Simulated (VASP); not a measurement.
# TiO2 (P4_2/mnm) in VASP: further runs

Runs on TiO2. Level: r2SCAN. Tasks: single point.

All numbers are computed with VASP 6.6.1; they aren't measurements. Logs are shortened: lines on timing, memory, paths and dates and some standing lists are left out, and cuts for length are marked.

**1. The cell of the first run**

It takes space group P4_2/mnm (No. 136, tetragonal). Conventional cell: a = 4.597 Å, b = 4.597 Å, c = 2.953 Å, α = 90.00°, β = 90.00°, γ = 90.00°. Within 2.6 Å of Ti (site symmetry mmm) lie 6 O at 1.95 to 1.98 Å. Within 2.6 Å of O (site symmetry m2m) lie 3 Ti at 1.95 to 1.98 Å and 1 O at 2.54 Å.

**2. Single point, r2SCAN**

Input file POSCAR:

```
TiO2
1.0
    4.5968534198      0.0000000000      0.0000000000
    0.0000000000      4.5968534198      0.0000000000
    0.0000000000      0.0000000000      2.9534913471
Ti O
2 4
Direct
    0.0000000000      0.0000000000      0.0000000000
    0.5000000000      0.5000000000      0.5000000000
    0.3046432207      0.3046432207      0.0000000000
    0.1953567793      0.8046432207      0.5000000000
    0.8046432207      0.1953567793      0.5000000000
    0.6953567793      0.6953567793      0.0000000000
```

Input file INCAR.step1:

```
SYSTEM = TiO2
ALGO = Normal
EDIFF = 1E-4
ENCUT = 520
GGA = PE
ISMEAR = 0
LASPH = .TRUE.
LCHARG = .FALSE.
LREAL = .FALSE.
LWAVE = .TRUE.
NBANDS = 33
NELM = 60
PREC = Accurate
SIGMA = 0.01
```

Input file INCAR.step2:

```
SYSTEM = TiO2
ALGO = Normal
EDIFF = 1E-7
ENCUT = 520
ISIF = 2
ISMEAR = 0
ISTART = 1
LASPH = .TRUE.
LCHARG = .FALSE.
LMIXTAU = .TRUE.
LREAL = .FALSE.
LWAVE = .FALSE.
METAGGA = R2SCAN
NBANDS = 33
NELM = 60
PREC = Accurate
SIGMA = 0.01
```

Input file KPOINTS:

```
k-points
0
G
  4 4 8
  0 0 0
```

Potentials or basis: VASP PAW PBE potentials, release 64 (Ti_sv, O).

Started as:

```bash
cat potpaw_PBE.64/Ti_sv/POTCAR potpaw_PBE.64/O/POTCAR > POTCAR
cp INCAR.step1 INCAR
mpirun -np 1 vasp_std > vasp.out
cp INCAR.step2 INCAR
mpirun -np 1 vasp_std > vasp.out
```

OUTCAR:

```text
SYSTEM = TiO2
   EDIFF = 1E-7
   ENCUT = 520
   ISIF = 2
   ISMEAR = 0
   ISTART = 1
   LASPH = .TRUE.
   LREAL = .FALSE.
   METAGGA = R2SCAN
   NELM = 60
   PREC = Accurate

 ion  position               nearest neighbor table
   1  0.000  0.000  0.000-   4 1.95   5 1.95   4 1.95   5 1.95   3 1.98   6 1.98
   2  0.500  0.500  0.500-   3 1.95   6 1.95   3 1.95   6 1.95   5 1.98   4 1.98
   3  0.305  0.305  0.000-   2 1.95   2 1.95   1 1.98
   4  0.195  0.805  0.500-   1 1.95   1 1.95   2 1.98
   5  0.805  0.195  0.500-   1 1.95   1 1.95   2 1.98
   6  0.695  0.695  0.000-   2 1.95   2 1.95   1 1.98

  LATTYP: Found a simple tetragonal cell.
 ALAT       =     4.5968534198
 C/A-ratio  =     0.6425028334

  Lattice vectors:

 A1 = (   4.5968534198,   0.0000000000,   0.0000000000)
 A2 = (   0.0000000000,   4.5968534198,   0.0000000000)
 A3 = (   0.0000000000,   0.0000000000,   2.9534913471)

Analysis of symmetry for initial positions (statically):
=====================================================================
 Subroutine PRICEL returns:
 Original cell was already a primitive cell.

 Routine SETGRP: Setting up the symmetry group for a
 simple tetragonal supercell.

 Subroutine GETGRP returns: Found 16 space group operations
 (whereof  8 operations were pure point group operations)
 out of a pool of 16 trial point group operations.

The static configuration has the point symmetry D_2h.
 The point group associated with its full space group is D_4h.

Analysis of symmetry for dynamics (positions and initial velocities):
=====================================================================
 Subroutine PRICEL returns:
 Original cell was already a primitive cell.

 Routine SETGRP: Setting up the symmetry group for a
 simple tetragonal supercell.

 Subroutine GETGRP returns: Found 16 space group operations
 (whereof  8 operations were pure point group operations)
 out of a pool of 16 trial point group operations.

The dynamic configuration has the point symmetry D_2h.
 The point group associated with its full space group is D_4h.

 Subroutine INISYM returns: Found 16 space group operations
 (whereof  8 operations are pure point group operations),
 and found     1 'primitive' translations

----------------------------------------------------------------------------------------

                                     Primitive cell

  volume of cell :      62.4104

  direct lattice vectors                    reciprocal lattice vectors
     4.596853420  0.000000000  0.000000000     0.217540110  0.000000000  0.000000000
     0.000000000  4.596853420  0.000000000     0.000000000  0.217540110  0.000000000
     0.000000000  0.000000000  2.953491347     0.000000000  0.000000000  0.338582336

  length of vectors
     4.596853420  4.596853420  2.953491347     0.217540110  0.217540110  0.338582336

  position of ions in fractional coordinates (direct lattice)
     0.000000000  0.000000000  0.000000000
     0.500000000  0.500000000  0.500000000
     0.304643221  0.304643221  0.000000000
     0.195356779  0.804643221  0.500000000
     0.804643221  0.195356779  0.500000000
     0.695356779  0.695356779  0.000000000

  ion indices of the primitive-cell ions
   primitive index   ion index
                 1           1
                 2           2
                 3           3
                 4           4
                 5           5
                 6           6

----------------------------------------------------------------------------------------

 KPOINTS: k-points

Automatic generation of k-mesh.
 Grid dimensions read from file:
 generate k-points for:    4    4    8

 Generating k-lattice:

  Cartesian coordinates                     Fractional coordinates (reciprocal lattice)
     0.054385028  0.000000000  0.000000000     0.250000000  0.000000000  0.000000000
     0.000000000  0.054385028  0.000000000     0.000000000  0.250000000  0.000000000
     0.000000000  0.000000000  0.042322792     0.000000000  0.000000000  0.125000000

  Length of vectors
     0.054385028  0.054385028  0.042322792

  Shift w.r.t. Gamma in fractional coordinates (k-lattice)
     0.000000000  0.000000000  0.000000000

 Subroutine IBZKPT returns following result:
 ===========================================

 Found     30 irreducible k-points:

 Following reciprocal coordinates:
            Coordinates               Weight
  0.000000  0.000000  0.000000      1.000000
  0.250000  0.000000  0.000000      4.000000
  0.500000  0.000000  0.000000      2.000000
  0.250000  0.250000  0.000000      4.000000
  0.500000  0.250000  0.000000      4.000000
  0.500000  0.500000  0.000000      1.000000
[... 16 lines left out ...]
  0.500000  0.250000  0.375000      8.000000
  0.500000  0.500000  0.375000      2.000000
 [... further k-points ...]
   k-points           NKPTS =     30   k-points in BZ     NKDIM =     30   number of bands    NBANDS=     33
   number of dos      NEDOS =    301   number of ions     NIONS =      6
   total plane-waves  NPLWV =  31104
   dimension x,y,z NGX =    36 NGY =   36 NGZ =   24
   dimension x,y,z NGXF=    72 NGYF=   72 NGZF=   48
   ions per type =               2   4
   NGX,Y,Z   is equivalent  to a cutoff of  13.02, 13.02, 13.51 a.u.
   NGXF,Y,Z  is equivalent  to a cutoff of  26.04, 26.04, 27.02 a.u.
 SYSTEM =  TiO2
   PREC   = accura    normal or accurate (medium, high low for compatibility)
   ISTART =      1    job   : 0-new  1-cont  2-samecut
   ICHARG =      0    charge: 1-file 2-atom 10-const
   ISPIN  =      1    spin polarized calculation?
   LNONCOLLINEAR =      F non collinear calculations
   LSORBIT =      F    spin-orbit coupling
   LASPH  =      T    aspherical Exc in radial PAW
   ENCUT  =  520.0 eV  38.22 Ry    6.18 a.u.   8.55  8.55  5.49*2*pi/ulx,y,z
   NELM   =     60;   NELMIN=  2; NELMDL=  0     # of ELM steps
   EDIFF  = 0.1E-06   stopping-criterion for ELM
   LREAL  =      F    real-space projection
   EDIFFG = 0.1E-05   stopping-criterion for IOM
   NSW    =      0    number of steps for IOM
   IBRION =     -1    ionic relax: 0-MD 1-quasi-New 2-CG
   NFREE  =      0    steps in history (QN), initial steepest desc. (CG)
   ISIF   =      2    stress and relaxation
   ISYM   =      2    0-nonsym 1-usesym 2-fastsym
   POTIM  = 0.5000    time-step for ionic-motion
   TEBEG  =    0.0;   TEEND  =   0.0 temperature during run
   PSTRESS=    0.0 pullay stress
   NELECT =      48.0000    total number of electrons
   NUPDOWN=      -1.0000    fix difference up-down
   EMIN   =  10.00;   EMAX   =-10.00  energy-range for DOS
   EFERMI =   0.00;   METHOD = LEGACY
   ISMEAR =     0;   SIGMA  =   0.01  broadening in eV -4-tet -1-fermi 0-gaus
   EFERMI_NEDOS =   21; number of points for ismear=-14 and -15
   IALGO  =     38    algorithm
   IMIX   =      4    mixing-type and parameters
     AMIX     =   0.40;   BMIX     =  1.00
     AMIX_MAG =   1.60;   BMIX_MAG =  1.00
  volume/ion in A,a.u.               =      10.40        70.19
  Fermi-wavevector in a.u.,A,eV,Ry     =   1.499925  2.834447 30.610051  2.249775
  Thomas-Fermi vector in A             =   2.611492
   LORBIT       =      0    0 simple, 1 ext, 2 COOP (PROOUT), +10 PAW based schemes
   METAGGA = R2SCAN    functional components
   LHFCALC =     F    Hartree Fock is set to
   AEXX    =    0.0000 exact exchange contribution
   IVDW    =     0    specifies the selected vdW correction
   LEPSILON=     F    determine dielectric tensor
   LRPA    =     F    only Hartree local field effects (RPA)
 non-spin polarized calculation
 Gauss-broadening in eV      SIGMA  =   0.01
  energy-cutoff  :      520.00
  volume of cell :       62.41
 maximum number of plane-waves:      1698
 NGX is ok and might be reduce to    36
   NGX = 17   NGY = 17   NGZ = 11

 number of electron      48.0000021 magnetization

 Free energy of the ion-electron system (eV)
  ---------------------------------------------------
  ext. energy  EPLUGINS =         0.00000000
  ---------------------------------------------------
  free energy    TOTEN  =       -69.79401001 eV

  energy without entropy =      -69.79401001  energy(sigma->0) =      -69.79401001

 E-fermi :   4.7031     XC(G=0): -12.1568

 val. band max:        4.5435607867   @ k =   0.0000   0.0000   0.0000
 cond. band min:       6.7731648558   @ k =   0.0000   0.0000   0.0000
 fundamental gap:      2.2296040691
 Fermi energy:         4.7030555461

 k-point     1 :       0.0000    0.0000    0.0000
  band No.  band energies     occupation
      1     -54.5983      2.00000
      2     -54.5804      2.00000
      3     -29.8651      2.00000
      4     -29.8651      2.00000
      5     -29.6866      2.00000
      6     -29.6866      2.00000
[... 25 lines left out ...]
     32      11.5318      0.00000
     33      11.5318      0.00000

 k-point     2 :       0.2500    0.0000    0.0000
  band No.  band energies     occupation
      1     -54.5957      2.00000
      2     -54.5831      2.00000
      3     -29.8443      2.00000
      4     -29.8428      2.00000
      5     -29.7111      2.00000
      6     -29.7095      2.00000
[... 25 lines left out ...]
     32      11.3341      0.00000
     33      11.3695      0.00000

 k-point     3 :       0.5000    0.0000    0.0000
  band No.  band energies     occupation
      1     -54.5894      2.00000
      2     -54.5894      2.00000
      3     -29.8084      2.00000
      4     -29.8084      2.00000
      5     -29.7477      2.00000
      6     -29.7477      2.00000
[... 25 lines left out ...]
     32      10.9992      0.00000
     33      11.1540      0.00000

 k-point     4 :       0.2500    0.2500    0.0000
  band No.  band energies     occupation
      1     -54.5938      2.00000
      2     -54.5849      2.00000
      3     -29.8712      2.00000
      4     -29.8088      2.00000
      5     -29.7473      2.00000
      6     -29.6828      2.00000
[... 673 lines left out ...]
     32      10.7908      0.00000
     33      10.8770      0.00000

 k-point    23 :       0.5000    0.2500    0.3750
  band No.  band energies     occupation
      1     -54.5539      2.00000
      2     -54.5539      2.00000
      3     -30.0392      2.00000
      4     -30.0392      2.00000
      5     -29.7350      2.00000
      6     -29.7350      2.00000
[... 25 lines left out ...]
     32      10.1360      0.00000
     33      11.5851      0.00000

 k-point    24 :       0.5000    0.5000    0.3750
  band No.  band energies     occupation
      1     -54.5539      2.00000
      2     -54.5539      2.00000
      3     -30.0318      2.00000
      4     -30.0318      2.00000
      5     -29.7505      2.00000
      6     -29.7505      2.00000
[... 25 lines left out ...]
     32      10.8665      0.00000
     33      10.8736      0.00000

 [... further k-points ...]

------------------------ aborting loop because EDIFF is reached ----------------------------------------

  FORCE on cell =-STRESS in cart. coord.  units (eV):
  Direction    XX          YY          ZZ          XY          YZ          ZX
  --------------------------------------------------------------------------------------
  -------------------------------------------------------------------------------------
  Total        0.4034033      0.4034033      0.6867468      0.0000000      0.0000000      0.0000000
  in kB       10.3560240     10.3560240     17.6299151      0.0000000      0.0000000      0.0000000
  external PRESSURE =      12.7806544 kB  Pullay stress =       0.0000000 kB

 VOLUME and BASIS-vectors are now :
 -----------------------------------------------------------------------------
  energy-cutoff  :      520.00
  volume of cell :       62.41
      direct lattice vectors                 reciprocal lattice vectors
     4.596853420  0.000000000  0.000000000     0.217540110  0.000000000  0.000000000
     0.000000000  4.596853420  0.000000000     0.000000000  0.217540110  0.000000000
     0.000000000  0.000000000  2.953491347     0.000000000  0.000000000  0.338582336

 POSITION                                       TOTAL-FORCE (eV/Angst)
 -----------------------------------------------------------------------------------
      0.00000      0.00000      0.00000         0.000000      0.000000     -0.000000
      2.29843      2.29843      1.47675         0.000000      0.000000     -0.000000
      1.40040      1.40040      0.00000        -0.026843     -0.026843      0.000000
      0.89803      3.69883      1.47675         0.026843     -0.026843     -0.000000
      3.69883      0.89803      1.47675        -0.026843      0.026843     -0.000000
      3.19645      3.19645      0.00000         0.026843      0.026843     -0.000000
 -----------------------------------------------------------------------------------
    total drift:                                0.000000      0.000000      0.000000

  FREE ENERGIE OF THE ION-ELECTRON SYSTEM (eV)
  ---------------------------------------------------
  free  energy   TOTEN  =       -69.7940100071 eV

  energy  without entropy=      -69.7940100071  energy(sigma->0) =      -69.79401001
```

Run time: 6.6 min. Hardware: 1 thread of AMD EPYC 7R13, shared host; peak memory 0.17 GiB.

Results:

```
Free energy            : -69.7940 eV
Pressure               : 1.3 GPa
Largest force          : 0.038 eV/Å
Band gap on the k mesh : 2.23 eV
```

Forces in eV/Å, atoms in the order of the input:
```
Ti   0.000  0.000  0.000
Ti   0.000  0.000  0.000
O   -0.027 -0.027  0.000
O    0.027 -0.027  0.000
O   -0.027  0.027  0.000
O    0.027  0.027  0.000
```

Levels at points of the mesh, in eV from the valence-band top:
```
           k point  band 21  band 22  band 23  band 24  band 25  band 26  band 27  band 28
(0.00, 0.00, 0.00)    -0.76    -0.49    -0.49     0.00     2.23     2.55     2.79     2.88
(0.50, 0.00, 0.00)    -1.70    -1.70    -0.77    -0.77     2.92     2.92     3.41     3.41
(0.50, 0.50, 0.00)    -1.38    -1.38    -1.13    -1.13     2.27     2.27     2.90     2.90
(0.00, 0.00, 0.50)    -2.40    -2.40    -1.48    -1.48     3.33     3.33     3.59     3.59
(0.50, 0.00, 0.50)    -2.08    -2.08    -1.09    -1.09     2.29     2.29     3.62     3.62
(0.50, 0.50, 0.50)    -1.31    -1.31    -0.72    -0.72     2.97     2.97     3.60     3.60
```

Caveat: the structure was generated, so it needn't be the stable form of TiO2; the PAW data sets were made with another functional, which shifts forces and pressure a little.

**3. Single point, r2SCAN (10.71 Å³/atom)**

This run uses another cell than the first one, of 10.71 Å³/atom.

Edit POSCAR of step 2 so:

```diff
@@ -2,5 +2,5 @@
 1.0
-    4.5968534198      0.0000000000      0.0000000000
-    0.0000000000      4.5968534198      0.0000000000
-    0.0000000000      0.0000000000      2.9534913471
+    4.6423697802      0.0000000000      0.0000000000
+    0.0000000000      4.6423697802      0.0000000000
+    0.0000000000      0.0000000000      2.9827357376
 Ti O
```

Input file INCAR.step1:

```
ALGO = Normal ; EDIFF = 1E-4
ENCUT = 520 ; GGA = PE
ISMEAR = 0 ; LASPH = T
LCHARG = F ; LREAL = F
LWAVE = T ; NBANDS = 33
NELM = 80 ; PREC = Accurate
SIGMA = 0.01
```

Input file INCAR.step2:

```
ALGO = Normal ; EDIFF = 1E-7
ENCUT = 520 ; ISIF = 2
ISMEAR = 0 ; ISTART = 1
LASPH = T ; LCHARG = F
LMIXTAU = T ; LREAL = F
LWAVE = F ; METAGGA = R2SCAN
NBANDS = 33 ; NELM = 80
PREC = Accurate ; SIGMA = 0.01
```

Input file KPOINTS:

```
k-points
0
Gamma
  4 4 8
```

Potentials or basis: VASP PAW PBE potentials, release 64 (Ti_sv, O).

Started as:

```bash
cat potpaw_PBE.64/Ti_sv/POTCAR potpaw_PBE.64/O/POTCAR > POTCAR
cp INCAR.step1 INCAR
mpirun -np 1 vasp_std > vasp.out
cp INCAR.step2 INCAR
mpirun -np 1 vasp_std > vasp.out
```

Run time: 8 min. Hardware: 1 thread of AMD EPYC 7R13, shared host; peak memory 0.17 GiB.

Results (log left out):

```yaml
Free_energy: -69.7694 eV
Pressure: -5.8 GPa
Largest_force: 0.109 eV/Å
Band_gap_on_the_k_mesh: 2.15 eV
```

Forces in eV/Å, atoms in the order of the input:
```
Ti   0.000  0.000  0.000
Ti   0.000  0.000  0.000
O    0.077  0.077  0.000
O   -0.077  0.077  0.000
O    0.077 -0.077  0.000
O   -0.077 -0.077  0.000
```

Stress tensor (GPa, compression positive):
```
-5.46  0.00  0.00
 0.00 -5.46  0.00
 0.00  0.00 -6.61
```

Levels at points of the mesh, in eV from the valence-band top:
```csv
k point,band 22,band 23,band 24,band 25,band 26,band 27
"(0.00, 0.00, 0.00)",-0.49,-0.49,0.00,2.15,2.45,2.68
"(0.50, 0.00, 0.00)",-1.67,-0.75,-0.75,2.80,2.80,3.27
"(0.50, 0.50, 0.00)",-1.37,-1.12,-1.12,2.18,2.18,2.79
"(0.00, 0.00, 0.50)",-2.29,-1.46,-1.46,3.20,3.20,3.44
"(0.50, 0.00, 0.50)",-2.02,-1.05,-1.05,2.22,2.22,3.47
"(0.50, 0.50, 0.50)",-1.26,-0.71,-0.71,2.86,2.86,3.46
```

Caveat: the cell stands under tension; the structure was generated, so it needn't be the stable form of TiO2; the PAW data sets were made with another functional, which shifts forces and pressure a little. A k mesh can miss the band edges.
